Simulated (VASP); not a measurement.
# AlAs3 (P6_3/mmc) in VASP: notebook

Runs on AlAs3. Level: PBE. Tasks: single point, relaxation of cell and atoms.

Program: VASP 6.6.1. These are calculated values, not measurements. Logs are shortened: lines on timing, memory, paths and dates and some standing lists are left out, and cuts for length are marked.

**1. The cell of the first run**

The structure is hexagonal, space group P6_3/mmc (No. 194). The conventional cell has a = 6.091 Å, b = 6.091 Å, c = 4.889 Å, α = 90.00°, β = 90.00°, γ = 120.00°. Within 4.0 Å of Al (site symmetry -6m2) lie 12 As at 3.01 to 3.05 Å. Within 4.0 Å of As (site symmetry mm2) lie 4 Al at 3.01 to 3.05 Å and 8 As at 3.01 to 3.05 Å.

**2. Single point, PBE**

Input file INCAR:

```
PREC     = Accurate       # precision mode
ENCUT    = 520            # plane-wave cutoff, eV
EDIFF    = 1E-7           # SCF threshold, eV
ISMEAR   = 0              # smearing method
SIGMA    = 0.1            # smearing width, eV
LREAL    = False          # projectors in reciprocal space
LASPH    = True           # aspherical terms in the spheres
NELM     = 100            # most SCF steps
ALGO     = Normal         # electronic algorithm
ISIF     = 2              # what is computed and relaxed
LWAVE    = False          # write WAVECAR
LCHARG   = True           # write CHGCAR
GGA      = PE             # functional
LELF     = True           # ELF
LVHAR    = True         
NBANDS   = 28             # bands
```

Input file KPOINTS:

```
Automatic mesh
0
Gamma
  3 3 4
```

Input file POSCAR:

```
AlAs3
1.0
    6.0911035892      0.0000000000      0.0000000000
   -3.0455517946      5.2750504453      0.0000000000
    0.0000000000      0.0000000000      4.8890504408
Al As
2 6
Direct
    0.3333333333      0.6666666667      0.2500000000
    0.6666666667      0.3333333333      0.7500000000
    0.8330000000      0.6660000000      0.2500000000
    0.1670000000      0.8330000000      0.7500000000
    0.3340000000      0.1670000000      0.2500000000
    0.1670000000      0.3340000000      0.7500000000
    0.8330000000      0.1670000000      0.2500000000
    0.6660000000      0.8330000000      0.7500000000
```

Potentials or basis: VASP PAW PBE potentials, release 64 (Al, As).

The run is started by

```console
> cat potpaw_PBE.64/Al/POTCAR potpaw_PBE.64/As/POTCAR > POTCAR
> mpirun -np 1 vasp_std > vasp.out
```

OUTCAR:

```text
PREC = Accurate
   ENCUT = 520
   EDIFF = 1E-7
   ISMEAR = 0
   LREAL = False
   LASPH = True
   NELM = 100
   ISIF = 2
   GGA = PE

 ion  position               nearest neighbor table
   1  0.333  0.667  0.250-   4 3.01   4 3.01   6 3.01   6 3.01   8 3.01   8 3.01   5 3.05   3 3.05
                             7 3.05   7 3.05   5 3.05   3 3.05
   2  0.667  0.333  0.750-   7 3.01   7 3.01   3 3.01   3 3.01   5 3.01   5 3.01   8 3.05   6 3.05
                             4 3.05   4 3.05   8 3.05   6 3.05
   3  0.833  0.666  0.250-   2 3.01   2 3.01   1 3.05   1 3.05
   4  0.167  0.833  0.750-   1 3.01   1 3.01   2 3.05   2 3.05
   5  0.334  0.167  0.250-   2 3.01   2 3.01   1 3.05   1 3.05
   6  0.167  0.334  0.750-   1 3.01   1 3.01   2 3.05   2 3.05
   7  0.833  0.167  0.250-   2 3.01   2 3.01   1 3.05   1 3.05
   8  0.666  0.833  0.750-   1 3.01   1 3.01   2 3.05   2 3.05

  LATTYP: Found a hexagonal cell.
 ALAT       =     6.0911035892
 C/A-ratio  =     0.8026542923

  Lattice vectors:

 A1 = (   6.0911035892,   0.0000000000,   0.0000000000)
 A2 = (  -3.0455517946,   5.2750504453,   0.0000000000)
 A3 = (   0.0000000000,   0.0000000000,   4.8890504408)

Analysis of symmetry for initial positions (statically):
=====================================================================
 Subroutine PRICEL returns:
 Original cell was already a primitive cell.

 Routine SETGRP: Setting up the symmetry group for a
 hexagonal supercell.

 Subroutine GETGRP returns: Found 24 space group operations
 (whereof 12 operations were pure point group operations)
 out of a pool of 24 trial point group operations.

The static configuration has the point symmetry D_3d.
 The point group associated with its full space group is D_6h.

Analysis of symmetry for dynamics (positions and initial velocities):
=====================================================================
 Subroutine PRICEL returns:
 Original cell was already a primitive cell.

 Routine SETGRP: Setting up the symmetry group for a
 hexagonal supercell.

 Subroutine GETGRP returns: Found 24 space group operations
 (whereof 12 operations were pure point group operations)
 out of a pool of 24 trial point group operations.

The dynamic configuration has the point symmetry D_3d.
 The point group associated with its full space group is D_6h.

 Subroutine INISYM returns: Found 24 space group operations
 (whereof 12 operations are pure point group operations),
 and found     1 'primitive' translations

----------------------------------------------------------------------------------------

                                     Primitive cell

  volume of cell :     157.0895

  direct lattice vectors                    reciprocal lattice vectors
     6.091103589  0.000000000  0.000000000     0.164173862  0.094785823  0.000000000
    -3.045551795  5.275050445  0.000000000     0.000000000  0.189571647  0.000000000
     0.000000000  0.000000000  4.889050441     0.000000000  0.000000000  0.204538696

  length of vectors
     6.091103589  6.091103589  4.889050441     0.189571647  0.189571647  0.204538696

  position of ions in fractional coordinates (direct lattice)
     0.333333333  0.666666667  0.250000000
     0.666666667  0.333333333  0.750000000
     0.833000000  0.666000000  0.250000000
     0.167000000  0.833000000  0.750000000
     0.334000000  0.167000000  0.250000000
     0.167000000  0.334000000  0.750000000
     0.833000000  0.167000000  0.250000000
     0.666000000  0.833000000  0.750000000

  ion indices of the primitive-cell ions
   primitive index   ion index
                 1           1
                 2           2
                 3           3
                 4           4
                 5           5
                 6           6
                 7           7
                 8           8

----------------------------------------------------------------------------------------

 KPOINTS: Automatic mesh

Automatic generation of k-mesh.
 Grid dimensions read from file:
 generate k-points for:    3    3    4

 Generating k-lattice:

  Cartesian coordinates                     Fractional coordinates (reciprocal lattice)
     0.054724621  0.031595274  0.000000000     0.333333333  0.000000000  0.000000000
     0.000000000  0.063190549  0.000000000     0.000000000  0.333333333  0.000000000
     0.000000000  0.000000000  0.051134674     0.000000000  0.000000000  0.250000000

  Length of vectors
     0.063190549  0.063190549  0.051134674

  Shift w.r.t. Gamma in fractional coordinates (k-lattice)
     0.000000000  0.000000000  0.000000000

 Subroutine IBZKPT returns following result:
 ===========================================

 Found      9 irreducible k-points:

 Following reciprocal coordinates:
            Coordinates               Weight
  0.000000  0.000000  0.000000      1.000000
  0.333333  0.000000  0.000000      6.000000
  0.333333  0.333333  0.000000      2.000000
  0.000000  0.000000  0.250000      2.000000
  0.333333  0.000000  0.250000     12.000000
  0.333333  0.333333  0.250000      4.000000
  0.000000  0.000000  0.500000      1.000000
  0.333333  0.000000  0.500000      6.000000
  0.333333  0.333333  0.500000      2.000000
   k-points           NKPTS =      9   k-points in BZ     NKDIM =      9   number of bands    NBANDS=     28
   number of dos      NEDOS =    301   number of ions     NIONS =      8
   total plane-waves  NPLWV =  82944
   dimension x,y,z NGX =    48 NGY =   48 NGZ =   36
   dimension x,y,z NGXF=    96 NGYF=   96 NGZF=   72
   ions per type =               2   6
   NGX,Y,Z   is equivalent  to a cutoff of  13.10, 13.10, 12.24 a.u.
   NGXF,Y,Z  is equivalent  to a cutoff of  26.20, 26.20, 24.48 a.u.
 SYSTEM =  unknown system
   PREC   = accura    normal or accurate (medium, high low for compatibility)
   ISTART =      0    job   : 0-new  1-cont  2-samecut
   ICHARG =      2    charge: 1-file 2-atom 10-const
   ISPIN  =      1    spin polarized calculation?
   LNONCOLLINEAR =      F non collinear calculations
   LSORBIT =      F    spin-orbit coupling
   LASPH  =      T    aspherical Exc in radial PAW
   ENCUT  =  520.0 eV  38.22 Ry    6.18 a.u.  11.33 11.33  9.09*2*pi/ulx,y,z
   NELM   =    100;   NELMIN=  2; NELMDL= -5     # of ELM steps
   EDIFF  = 0.1E-06   stopping-criterion for ELM
   LREAL  =      F    real-space projection
   EDIFFG = 0.1E-05   stopping-criterion for IOM
   NSW    =      0    number of steps for IOM
   IBRION =     -1    ionic relax: 0-MD 1-quasi-New 2-CG
   NFREE  =      0    steps in history (QN), initial steepest desc. (CG)
   ISIF   =      2    stress and relaxation
   ISYM   =      2    0-nonsym 1-usesym 2-fastsym
   POTIM  = 0.5000    time-step for ionic-motion
   TEBEG  =    0.0;   TEEND  =   0.0 temperature during run
   PSTRESS=    0.0 pullay stress
   NELECT =      36.0000    total number of electrons
   NUPDOWN=      -1.0000    fix difference up-down
   EMIN   =  10.00;   EMAX   =-10.00  energy-range for DOS
   EFERMI =   0.00;   METHOD = LEGACY
   ISMEAR =     0;   SIGMA  =   0.10  broadening in eV -4-tet -1-fermi 0-gaus
   EFERMI_NEDOS =   21; number of points for ismear=-14 and -15
   IALGO  =     38    algorithm
   IMIX   =      4    mixing-type and parameters
     AMIX     =   0.40;   BMIX     =  1.00
     AMIX_MAG =   1.60;   BMIX_MAG =  1.00
  volume/ion in A,a.u.               =      19.64       132.51
  Fermi-wavevector in a.u.,A,eV,Ry     =   1.001828  1.893181 13.655622  1.003660
  Thomas-Fermi vector in A             =   2.134276
   LORBIT       =      0    0 simple, 1 ext, 2 COOP (PROOUT), +10 PAW based schemes
   GGA     = PE    functional components
   LHFCALC =     F    Hartree Fock is set to
   AEXX    =    0.0000 exact exchange contribution
   IVDW    =     0    specifies the selected vdW correction
   LEPSILON=     F    determine dielectric tensor
   LRPA    =     F    only Hartree local field effects (RPA)
 non-spin polarized calculation
 Gauss-broadening in eV      SIGMA  =   0.10
  energy-cutoff  :      520.00
  volume of cell :      157.09
 maximum number of plane-waves:      4303
 NGX is ok and might be reduce to    48
   NGX = 23   NGY = 23   NGZ = 19

 number of electron      36.0000002 magnetization

 Free energy of the ion-electron system (eV)
  ---------------------------------------------------
  ext. energy  EPLUGINS =         0.00000000
  ---------------------------------------------------
  free energy    TOTEN  =       -32.64748477 eV

  energy without entropy =      -32.61722294  energy(sigma->0) =      -32.63235385

 E-fermi :   6.1307     XC(G=0): -10.3685

 val. band max:        6.0683841919   @ k =   0.3333   0.3333   0.0000
 cond. band min:       6.1469264645   @ k =   0.3333   0.0000   0.2500
 fundamental gap:      0.0785422726
 Fermi energy:         6.1307286904

 k-point     1 :       0.0000    0.0000    0.0000
  band No.  band energies     occupation
      1      -7.9910      2.00000
      2      -4.6178      2.00000
      3      -4.6178      2.00000
      4      -4.3636      2.00000
      5      -3.0523      2.00000
      6      -3.0523      2.00000
[... 20 lines left out ...]
     27      10.1546      0.00000
     28      11.4207      0.00000

 k-point     2 :       0.3333    0.0000    0.0000
  band No.  band energies     occupation
      1      -7.4990      2.00000
      2      -5.9302      2.00000
      3      -4.9238      2.00000
      4      -4.3341      2.00000
      5      -3.0505      2.00000
      6      -2.5522      2.00000
[... 20 lines left out ...]
     27       9.7175      0.00000
     28      10.1684      0.00000

 k-point     3 :       0.3333    0.3333    0.0000
  band No.  band energies     occupation
      1      -6.9009      2.00000
      2      -6.1701      2.00000
      3      -6.1701      2.00000
      4      -3.1829      2.00000
      5      -3.1829      2.00000
      6      -2.9305      2.00000
[... 151 lines left out ...]
      3      -4.7222      2.00000
      4      -4.7222      2.00000
      5      -3.8260      2.00000
      6      -3.8260      2.00000
[... 20 lines left out ...]
     27       9.9321      0.00000
     28       9.9321      0.00000

 k-point     9 :       0.3333    0.3333    0.5000
  band No.  band energies     occupation
      1      -5.5302      2.00000
      2      -5.5302      2.00000
      3      -5.4950      2.00000
      4      -5.4950      2.00000
      5      -4.1342      2.00000
      6      -4.1342      2.00000
[... 20 lines left out ...]
     27       9.3989      0.00000
     28       9.3989      0.00000

------------------------ aborting loop because EDIFF is reached ----------------------------------------

  FORCE on cell =-STRESS in cart. coord.  units (eV):
  Direction    XX          YY          ZZ          XY          YZ          ZX
  --------------------------------------------------------------------------------------
  -------------------------------------------------------------------------------------
  Total       -2.0023895     -2.0023895     -5.5610484      0.0000000      0.0000000      0.0000000
  in kB      -20.4226469    -20.4226469    -56.7178996      0.0000000      0.0000000      0.0000000
  external PRESSURE =     -32.5210645 kB  Pullay stress =       0.0000000 kB

 VOLUME and BASIS-vectors are now :
 -----------------------------------------------------------------------------
  energy-cutoff  :      520.00
  volume of cell :      157.09
      direct lattice vectors                 reciprocal lattice vectors
     6.091103589  0.000000000  0.000000000     0.164173862  0.094785823  0.000000000
    -3.045551795  5.275050445  0.000000000     0.000000000  0.189571647  0.000000000
     0.000000000  0.000000000  4.889050441     0.000000000  0.000000000  0.204538696

 POSITION                                       TOTAL-FORCE (eV/Angst)
 -----------------------------------------------------------------------------------
     -0.00000      3.51670      1.22226         0.000000      0.000000      0.000000
      3.04555      1.75835      3.66679        -0.000000      0.000000      0.000000
      3.04555      3.51318      1.22226         0.000000     -0.171137     -0.000000
     -1.51973      4.39412      3.66679         0.148209     -0.085568     -0.000000
      1.52582      0.88093      1.22226         0.148209      0.085568      0.000000
      0.00000      1.76187      3.66679        -0.000000      0.171137      0.000000
      4.56528      0.88093      1.22226        -0.148209      0.085568      0.000000
      1.51973      4.39412      3.66679        -0.148209     -0.085568     -0.000000
 -----------------------------------------------------------------------------------
    total drift:                               -0.000000      0.000000      0.000000

  FREE ENERGIE OF THE ION-ELECTRON SYSTEM (eV)
  ---------------------------------------------------
  free  energy   TOTEN  =       -32.6474847716 eV

  energy  without entropy=      -32.6172229364  energy(sigma->0) =      -32.63235385
```

Run time: 80 s. Hardware: 1 thread of AMD EPYC 7R43 (Zen 3), shared host; peak memory 0.23 GiB.

What came out:

* Free energy: -32.6475 eV
* Pressure: -3.3 GPa
* Largest force: 0.171 eV/Å
* Band gap on the k mesh: zero (bands 18 and 19 overlap by 1.90 eV)

Forces in eV/Å, atoms in the order of the input:
```
Al   0.000  0.000  0.000
Al   0.000  0.000  0.000
As   0.000 -0.171  0.000
As   0.148 -0.086  0.000
As   0.148  0.086  0.000
As   0.000  0.171  0.000
As  -0.148  0.086  0.000
As  -0.148 -0.086  0.000
```

Stress tensor (GPa, compression positive):
```
-2.04  0.00  0.00
 0.00 -2.04  0.00
 0.00  0.00 -5.67
```

Caveat: the k points lie up to 0.40 Å⁻¹ apart, too coarse for converged energies and pressures of a metal.

(Continued in part 2 of 2.)
